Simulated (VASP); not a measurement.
Zn: single point with PBEsol

The system is Zn, a slab with vacuum.

```xyz
2
Lattice="2.5897 0.0000 0.0000 0.0000 4.9158 0.0000 0.0000 0.0000 16.7476" Properties=species:S:1:pos:R:3 pbc="T T T"
Zn    1.9423    3.6869    8.0000
Zn    0.6474    1.2290    8.7476
```

```
Program                : VASP 6.6.1
Task                   : single point
Functional             : PBEsol
Potentials or basis    : VASP PAW PBE potentials, release 64 (Zn)
Cutoff                 : 520 eV
k mesh                 : 16 × 8 × 1
Occupations            : fermi-dirac, width 0.05 eV
Spin                   : no spin polarisation
Dipole correction      : yes
Further INCAR settings : ALGO = Normal; EDIFF = 1e-06; NBANDS = 19
```

```yaml
Largest_force: 0.407 eV/Å
Band_gap_on_the_k_mesh: zero (band 12 reaches -1.71 eV, above the bottom of band 13 at -3.69 eV)
```

Forces on the atoms (eV/Å):
```
Zn   0.000  0.000  0.407
Zn   0.000  0.000 -0.407
```

Levels at points of the mesh, in eV from the Fermi level:
```csv
k point,band 9,band 10,band 11,band 12,band 13,band 14,band 15,band 16
"(0.00, 0.00, 0.00)",-6.63,-6.45,-6.32,-1.57,-0.45,0.91,2.84,4.17
"(0.50, 0.00, 0.00)",-6.53,-6.53,-0.95,-0.95,3.98,3.98,5.95,5.95
"(0.00, 0.50, 0.00)",-6.57,-6.57,-5.11,-5.11,0.75,0.75,4.81,4.81
"(0.50, 0.50, 0.00)",-6.40,-6.40,-0.01,-0.01,1.34,1.34,5.96,5.96
```

It took 4 min on 1 thread of Intel Xeon 6975P-C, on a shared host, peak memory 0.39 GiB.

Caveat: the PAW data sets were made with another functional, which shifts forces and pressure a little.
